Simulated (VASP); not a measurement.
Here is a VASP 6.6.1 calculation.

File POSCAR:

```
AlFe3
1.0
    0.0000000000      2.8910570237      2.8910570237
    2.8910570237      0.0000000000      2.8910570237
    2.8910570237      2.8910570237      0.0000000000
Al Fe
1 3
Direct
    0.0000000000      0.0000000000      0.0000000000
    0.5000000000      0.5000000000      0.5000000000
    0.2500000000      0.2500000000      0.2500000000
    0.7500000000      0.7500000000      0.7500000000
```

Contents of INCAR.step1:

```
SYSTEM = AlFe3
ALGO = Normal
EDIFF = 1E-4
ENCUT = 520
GGA = PE
ISMEAR = 0
ISPIN = 2
LASPH = .True.
LCHARG = .False.
LMAXMIX = 4
LREAL = .False.
LWAVE = .True.
MAGMOM = -0.13 2.9 2.89 2.89
NBANDS = 26
NELM = 150
PREC = Accurate
SIGMA = 0.1
```

File INCAR.step2:

```
SYSTEM = AlFe3
ALGO = Normal
EDIFF = 1E-6
ENCUT = 520
ISIF = 2
ISMEAR = 0
ISPIN = 2
ISTART = 1
LASPH = .True.
LCHARG = .False.
LMAXMIX = 4
LMIXTAU = .True.
LORBIT = 11
LREAL = .False.
LWAVE = .False.
MAGMOM = -0.13 2.9 2.89 2.89
METAGGA = R2SCAN
NBANDS = 26
NELM = 150
PREC = Accurate
SIGMA = 0.1
```

KPOINTS

```
k-points
0
Gamma
  12 12 12
  0 0 0
```

Potentials or basis: VASP PAW PBE potentials, release 64 (Al, Fe).

Command:

```console
$ cat potpaw_PBE.64/Al/POTCAR potpaw_PBE.64/Fe/POTCAR > POTCAR
$ cp INCAR.step1 INCAR
$ mpirun -np 1 vasp_std > vasp.out
$ cp INCAR.step2 INCAR
$ mpirun -np 1 vasp_std > vasp.out
```

Q: Estimate the site moments.

A: Al -0.08; Fe +2.58 μB.

Q: Predict the pressure.

A: -0.4 GPa.

Caveat: the PAW data sets were made with another functional, which shifts forces and pressure a little.
